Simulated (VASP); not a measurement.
# MgO (P6_3mc) in VASP: relaxation of cell and atoms with r2SCAN

Aim: the relaxation of cell and atoms of MgO with r2SCAN.

Program: VASP 6.6.1. These are calculated values, not measurements. Logs are shortened: lines on timing, memory, paths and dates and some standing lists are left out, and cuts for length are marked.

### Step 1. The cell of the first run

It takes space group P6_3mc (No. 186, hexagonal). The conventional cell has a = 3.289 Å, b = 3.289 Å, c = 10.067 Å, α = 90.00°, β = 90.00°, γ = 120.00°. Mg (site symmetry 3m) has 4 O at 1.89 to 2.00 Å within 2.5 Å. Within 2.5 Å of Mg (site symmetry 3m) lie 4 O at 1.89 to 2.00 Å. O (site symmetry 3m) has 4 Mg at 1.89 to 2.00 Å within 2.5 Å. O (site symmetry 3m) has 4 Mg at 1.89 to 2.00 Å within 2.5 Å.

### Step 2. Relaxation of cell and atoms, r2SCAN

Contents of POSCAR:

```
MgO
1.0
    3.2886533791      0.0000000000      0.0000000000
   -1.6443266895      2.8480573705      0.0000000000
    0.0000000000      0.0000000000     10.0667738086
Mg O
4 4
Direct
    0.0000000000      0.0000000000      0.0000000000
    0.3333333333      0.6666666667      0.2500000000
    0.6666666667      0.3333333333      0.5000000000
    0.3333333333      0.6666666667      0.7500000000
    0.0000000000      0.0000000000      0.1875000000
    0.3333333333      0.6666666667      0.4375000000
    0.6666666667      0.3333333333      0.6875000000
    0.3333333333      0.6666666667      0.9375000000
```

Contents of INCAR.step1:

```
SYSTEM = MgO
PREC = Accurate
ENCUT = 600
ISMEAR = 0
SIGMA = 0.02
LREAL = .FALSE.
LASPH = .TRUE.
NELM = 100
GGA = PE
ALGO = Normal
EDIFF = 1E-4
LWAVE = .TRUE.
LCHARG = .FALSE.
```

Contents of INCAR.step2:

```
SYSTEM = MgO
PREC = Accurate
ENCUT = 600
EDIFF = 1E-6
ISMEAR = 0
SIGMA = 0.02
LREAL = .FALSE.
LASPH = .TRUE.
NELM = 100
ALGO = Normal
ISIF = 3
LWAVE = .FALSE.
LCHARG = .FALSE.
METAGGA = R2SCAN
LMIXTAU = .TRUE.
IBRION = 2
NSW = 65
EDIFFG = -0.01
ISTART = 1
```

Contents of KPOINTS:

```
Automatic mesh
0
G
  9 9 2
  0 0 0
```

Potentials or basis: VASP PAW PBE potentials, release 64 (Mg, O).

On the command line:

```sh
cat potpaw_PBE.64/Mg/POTCAR potpaw_PBE.64/O/POTCAR > POTCAR
cp INCAR.step1 INCAR
mpirun -np 1 vasp_std > vasp.out
cp INCAR.step2 INCAR
mpirun -np 1 vasp_std > vasp.out
```

OUTCAR:

```text
SYSTEM = MgO
   PREC = Accurate
   ENCUT = 600
   EDIFF = 1E-6
   ISMEAR = 0
   LREAL = .FALSE.
   LASPH = .TRUE.
   NELM = 100
   ISIF = 3
   METAGGA = R2SCAN
   IBRION = 2
   NSW = 65
   EDIFFG = -0.01
   ISTART = 1

 ion  position               nearest neighbor table
   1  0.000  0.000  0.000-   5 1.89   8 2.00   8 2.00   8 2.00   4 3.15   2 3.15   2 3.15   4 3.15
                             4 3.15   2 3.15
   2  0.333  0.667  0.250-   6 1.89   5 2.00   5 2.00   5 2.00   3 3.15   1 3.15   3 3.15   1 3.15
                             1 3.15   3 3.15
   3  0.667  0.333  0.500-   7 1.89   6 2.00   6 2.00   6 2.00   4 3.15   2 3.15   2 3.15   4 3.15
                             4 3.15   2 3.15
   4  0.333  0.667  0.750-   8 1.89   7 2.00   7 2.00   7 2.00   3 3.15   1 3.15   3 3.15   1 3.15
                             1 3.15   3 3.15
   5  0.000  0.000  0.188-   1 1.89   2 2.00   2 2.00   2 2.00
   6  0.333  0.667  0.438-   2 1.89   3 2.00   3 2.00   3 2.00
   7  0.667  0.333  0.688-   3 1.89   4 2.00   4 2.00   4 2.00
   8  0.333  0.667  0.938-   4 1.89   1 2.00   1 2.00   1 2.00

  LATTYP: Found a hexagonal cell.
 ALAT       =     3.2886533791
 C/A-ratio  =     3.0610625834

  Lattice vectors:

 A1 = (   3.2886533791,   0.0000000000,   0.0000000000)
 A2 = (  -1.6443266895,   2.8480573705,   0.0000000000)
 A3 = (   0.0000000000,   0.0000000000,  10.0667738086)

Analysis of symmetry for initial positions (statically):
=====================================================================
 Subroutine PRICEL returns:
 Original cell was already a primitive cell.

 Routine SETGRP: Setting up the symmetry group for a
 hexagonal supercell.

 Subroutine GETGRP returns: Found 12 space group operations
 (whereof  6 operations were pure point group operations)
 out of a pool of 24 trial point group operations.

The static configuration has the point symmetry C_3v.
 The point group associated with its full space group is C_6v.

Analysis of symmetry for dynamics (positions and initial velocities):
=====================================================================
 Subroutine PRICEL returns:
 Original cell was already a primitive cell.

 Routine SETGRP: Setting up the symmetry group for a
 hexagonal supercell.

 Subroutine GETGRP returns: Found 12 space group operations
 (whereof  6 operations were pure point group operations)
 out of a pool of 24 trial point group operations.

The dynamic configuration has the point symmetry C_3v.
 The point group associated with its full space group is C_6v.

 Subroutine INISYM returns: Found 12 space group operations
 (whereof  6 operations are pure point group operations),
 and found     1 'primitive' translations
[... 112 lines left out ...]
   ISIF   =      3    stress and relaxation
   ISYM   =      2    0-nonsym 1-usesym 2-fastsym
   POTIM  = 0.5000    time-step for ionic-motion
   TEBEG  =    0.0;   TEEND  =   0.0 temperature during run
   PSTRESS=    0.0 pullay stress
   NELECT =      32.0000    total number of electrons
   NUPDOWN=      -1.0000    fix difference up-down
   EMIN   =  10.00;   EMAX   =-10.00  energy-range for DOS
   EFERMI =   0.00;   METHOD = LEGACY
   ISMEAR =     0;   SIGMA  =   0.02  broadening in eV -4-tet -1-fermi 0-gaus
   EFERMI_NEDOS =   21; number of points for ismear=-14 and -15
   IALGO  =     38    algorithm
   IMIX   =      4    mixing-type and parameters
     AMIX     =   0.40;   BMIX     =  1.00
     AMIX_MAG =   1.60;   BMIX_MAG =  1.00
  volume/ion in A,a.u.               =      11.79        79.54
  Fermi-wavevector in a.u.,A,eV,Ry     =   1.141929  2.157933 17.742023  1.304002
  Thomas-Fermi vector in A             =   2.278628
   LORBIT       =      0    0 simple, 1 ext, 2 COOP (PROOUT), +10 PAW based schemes
   METAGGA = R2SCAN    functional components
   LHFCALC =     F    Hartree Fock is set to
   AEXX    =    0.0000 exact exchange contribution
   IVDW    =     0    specifies the selected vdW correction
   LEPSILON=     F    determine dielectric tensor
   LRPA    =     F    only Hartree local field effects (RPA)
 conjugate gradient relaxation of ions
 non-spin polarized calculation
 Gauss-broadening in eV      SIGMA  =   0.02
  energy-cutoff  :      600.00
  volume of cell :       94.29
 maximum number of plane-waves:      3196
 NGX is ok and might be reduce to    28
   NGX = 13   NGY = 13   NGZ = 41

--------------------------------------- Ionic step        1  -------------------------------------------

 number of electron      32.0000000 magnetization

 Free energy of the ion-electron system (eV)
  ---------------------------------------------------
  ext. energy  EPLUGINS =         0.00000000
  ---------------------------------------------------
  free energy    TOTEN  =       -63.37137649 eV

  energy without entropy =      -63.37137649  energy(sigma->0) =      -63.37137649

------------------------ aborting loop because EDIFF is reached ----------------------------------------

  FORCE on cell =-STRESS in cart. coord.  units (eV):
  Direction    XX          YY          ZZ          XY          YZ          ZX
  --------------------------------------------------------------------------------------
  -------------------------------------------------------------------------------------
  Total       -2.5754363     -2.5754363      6.7341306     -0.0000000      0.0000000      0.0000000
  in kB      -43.7627148    -43.7627148    114.4287012     -0.0000000      0.0000000      0.0000000
  external PRESSURE =       8.9677572 kB  Pullay stress =       0.0000000 kB
[... 107 lines left out ...]
  FREE ENERGIE OF THE ION-ELECTRON SYSTEM (eV)
  ---------------------------------------------------
  free  energy   TOTEN  =       -63.5509522202 eV

  energy  without entropy=      -63.5509522202  energy(sigma->0) =      -63.55095222

[... ionic steps 4 to 7 ...]

--------------------------------------- Ionic step        8  -------------------------------------------

 number of electron      32.0000000 magnetization

------------------------ aborting loop because EDIFF is reached ----------------------------------------
[... 79 lines left out ...]
--------------------------------------- Ionic step       10  -------------------------------------------

 number of electron      32.0000000 magnetization

 Free energy of the ion-electron system (eV)
  ---------------------------------------------------
  ext. energy  EPLUGINS =         0.00000000
  ---------------------------------------------------
  free energy    TOTEN  =       -63.55756333 eV

  energy without entropy =      -63.55756333  energy(sigma->0) =      -63.55756333

 E-fermi :   0.6287     XC(G=0): -10.1980

 val. band max:        0.4794652153   @ k =   0.0000   0.0000   0.0000
 cond. band min:       4.8077196836   @ k =   0.0000   0.0000   0.0000
 fundamental gap:      4.3282544683
 Fermi energy:         0.6286637666

 k-point     1 :       0.0000    0.0000    0.0000
  band No.  band energies     occupation
      1     -16.4708      2.00000
      2     -16.1478      2.00000
      3     -16.1336      2.00000
      4     -15.7848      2.00000
      5      -2.6241      2.00000
      6      -1.4157      2.00000
[... 600 lines left out ...]
  FREE ENERGIE OF THE ION-ELECTRON SYSTEM (eV)
  ---------------------------------------------------
  free  energy   TOTEN  =       -63.5575633273 eV

  energy  without entropy=      -63.5575633273  energy(sigma->0) =      -63.55756333

 reached required accuracy - stopping structural energy minimisation
```

OUTCAR.step1:

```text
SYSTEM = MgO
   PREC = Accurate
   ENCUT = 600
   ISMEAR = 0
   LREAL = .FALSE.
   LASPH = .TRUE.
   NELM = 100
[... 824 lines left out ...]
     -0.00000      1.89870      4.40421         0.000000     -0.000000      0.932935
      1.64433      0.94935      6.92091        -0.000000      0.000000      0.856161
     -0.00000      1.89870      9.43760        -0.000000      0.000000      0.932935
 -----------------------------------------------------------------------------------
    total drift:                                0.000000     -0.000000      0.007807

  FREE ENERGIE OF THE ION-ELECTRON SYSTEM (eV)
  ---------------------------------------------------
  free  energy   TOTEN  =       -46.7011838836 eV

  energy  without entropy=      -46.7011838836  energy(sigma->0) =      -46.70118388
```

OSZICAR.step1:

```text
N       E                     dE             d eps       ncg     rms          rms(c)
DAV:   1     0.196157927205E+03    0.19616E+03   -0.16898E+04  1008   0.152E+03
DAV:   2    -0.403417508266E+02   -0.23650E+03   -0.22552E+03  1426   0.296E+02
DAV:   3    -0.553339522244E+02   -0.14992E+02   -0.14919E+02  1188   0.821E+01
DAV:   4    -0.554605328982E+02   -0.12658E+00   -0.12653E+00  1133   0.866E+00
DAV:   5    -0.554616982408E+02   -0.11653E-02   -0.11652E-02  1173   0.816E-01    0.167E+01
DAV:   6    -0.468141173644E+02    0.86476E+01   -0.42132E+01  1093   0.403E+01    0.561E+00
DAV:   7    -0.467190907041E+02    0.95027E-01   -0.53892E-01  1048   0.590E+00    0.321E+00
DAV:   8    -0.467004843049E+02    0.18606E-01   -0.17578E-01  1143   0.479E+00    0.478E-01
DAV:   9    -0.466997197509E+02    0.76455E-03   -0.26932E-02  1213   0.107E+00    0.167E-01
DAV:  10    -0.467011969659E+02   -0.14772E-02   -0.13614E-03  1033   0.294E-01    0.567E-02
DAV:  11    -0.467011838836E+02    0.13082E-04   -0.20488E-04   866   0.103E-01
   1 F= -.46701184E+02 E0= -.46701184E+02  d E =-.522756E-27
```

Run time: 14 min. Hardware: 1 thread of Intel Xeon 6975P-C (Granite Rapids), shared host; peak memory 0.29 GiB.

Results:

```yaml
Free_energy: -63.5576 eV
Relaxed_volume: 11.80 Å³/atom
Relaxed_cell: a = 3.240 Å, b = 3.240 Å, c = 10.379 Å, α = 90.00°, β = 90.00°, γ = 120.00°
Space_group_after_relaxing_to_0.1_Å: P6_3mc (No. 186)
Energy_gained_by_relaxing: 23.3 meV/atom
Ionic_steps: 10
Pressure_after_relaxing: 0.0 GPa
Largest_force_after_relaxing: 0.009 eV/Å
Band_gap_on_the_k_mesh: 4.33 eV
```

Forces on the atoms (eV/Å):
```
Mg   0.000  0.000  0.009
Mg   0.000  0.000  0.000
Mg   0.000  0.000  0.009
Mg   0.000  0.000  0.000
O    0.000  0.000 -0.003
O    0.000  0.000 -0.006
O    0.000  0.000 -0.003
O    0.000  0.000 -0.006
```

Stress tensor (GPa, compression positive):
```
 0.02  0.00  0.00
 0.00  0.02  0.00
 0.00  0.00 -0.07
```

Step by step:
| step | energy change (eV) | largest force (eV/Å) | pressure (GPa) | volume (Å³) |
| --- | --- | --- | --- | --- |
| 1 | 0.0000 | 1.0528 | 0.90 | 94.29 |
| 2 | -0.1071 | 0.5298 | -0.60 | 95.09 |
| 3 | -0.1796 | 0.1306 | -0.67 | 94.78 |
| 4 | -0.1796 | 0.1178 | -0.66 | 94.77 |
| 5 | -0.1833 | 0.0516 | 0.20 | 94.16 |
| 6 | -0.1834 | 0.0603 | 0.39 | 94.03 |
| 7 | -0.1851 | 0.0518 | 0.19 | 94.20 |
| 8 | -0.1859 | 0.0527 | -0.12 | 94.46 |
| 9 | -0.1859 | 0.0457 | -0.08 | 94.42 |
| 10 | -0.1862 | 0.0089 | -0.01 | 94.37 |

Final structure:
```xyz
8
Lattice="3.2402 0.0000 0.0000 -1.6201 2.8061 0.0000 0.0000 0.0000 10.3790" Properties=species:S:1:pos:R:3 pbc="T T T"
Mg    0.0000    0.0000   10.3705
Mg    0.0000    1.8708    2.5728
Mg    1.6201    0.9354    5.1810
Mg    0.0000    1.8708    7.7623
O     0.0000    0.0000    1.9594
O     0.0000    1.8708    4.5580
O     1.6201    0.9354    7.1489
O     0.0000    1.8708    9.7475
```

Caveat: the PAW data sets were made with another functional, which shifts forces and pressure a little.
